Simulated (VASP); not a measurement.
A run of VASP 6.6.1 is set up as follows.

The input POSCAR:

```
TiN
1.0
    0.0000000000      2.1190000000      2.1190000000
    2.1190000000      0.0000000000      2.1190000000
    2.1190000000      2.1190000000      0.0000000000
Ti N
1 1
Direct
    0.0000000000      0.0000000000      0.0000000000
    0.5000000000      0.5000000000      0.5000000000
```

Contents of INCAR.step1:

```
ALGO = Normal
EDIFF = 1E-5
ENCUT = 1460
GGA = PE
GGA_COMPAT = F
ISMEAR = 0
LASPH = T
LCHARG = F
LREAL = F
LWAVE = T
NBANDS = 16
NELM = 120
PREC = Accurate
SIGMA = 0.1
```

INCAR.step2

```
ALGO = Normal
EDIFF = 1E-6
ENCUT = 1460
GGA_COMPAT = F
ISIF = 2
ISMEAR = 0
ISTART = 1
LASPH = T
LCHARG = F
LMIXTAU = T
LREAL = F
LWAVE = F
METAGGA = R2SCAN
NBANDS = 16
NELM = 120
PREC = Accurate
SIGMA = 0.1
```

The input KPOINTS:

```
k-points
0
Gamma
  8 8 8
```

Potentials or basis: VASP PAW PBE potentials, release 64 (Ti_sv, N_h).

Launch:

```bash
$ cat potpaw_PBE.64/Ti_sv/POTCAR potpaw_PBE.64/N_h/POTCAR > POTCAR
$ cp INCAR.step1 INCAR
$ mpirun -np 1 vasp_std > vasp.out
$ cp INCAR.step2 INCAR
$ mpirun -np 1 vasp_std > vasp.out
```

What does it give for the pressure?

0.5 GPa.

Predict the band gap on the k mesh.

zero (an odd number of electrons rules out a gap without spin polarisation).

Caveat: the PAW data sets were made with another functional, which shifts forces and pressure a little; an odd number of electrons without spin polarisation forces a metal; a magnetic or distorted state may lie lower.
